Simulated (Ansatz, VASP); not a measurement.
## Zr in VASP and in Ansatz

```xyz
4
Lattice="3.2311 0.0000 0.0000 0.0000 5.1751 0.0000 0.0000 0.0000 19.7310" Properties=species:S:1:pos:R:3 pbc="T T T"
Zr    0.0000    3.8814    8.4770
Zr    1.6155    1.2938    8.7719
Zr    1.6155    3.8814   10.9591
Zr    0.0000    1.2938   11.2540
```

Alike in both runs: functional PBE; k mesh 13 × 8 × 1; occupations fermi-dirac, width 0.08 eV; no spin polarisation.

Ansatz relaxed the structure, and its values are those at the end. VASP's run is a single point on that final structure, the one shown.

|  | VASP | Ansatz |
| --- | --- | --- |
| version | VASP 6.6.1 | Ansatz 0.2.0 |
| potentials or method | VASP PAW PBE potentials, release 64 (Zr_sv), cutoff 520 eV | all-electron LAPW, scalar-relativistic |

```tsv
	VASP	Ansatz	Ansatz less VASP
rms of the force components (eV/Å)	0.005	0.003	-0.0021
```

Ansatz ran all-electron here, and VASP with PAW potentials.
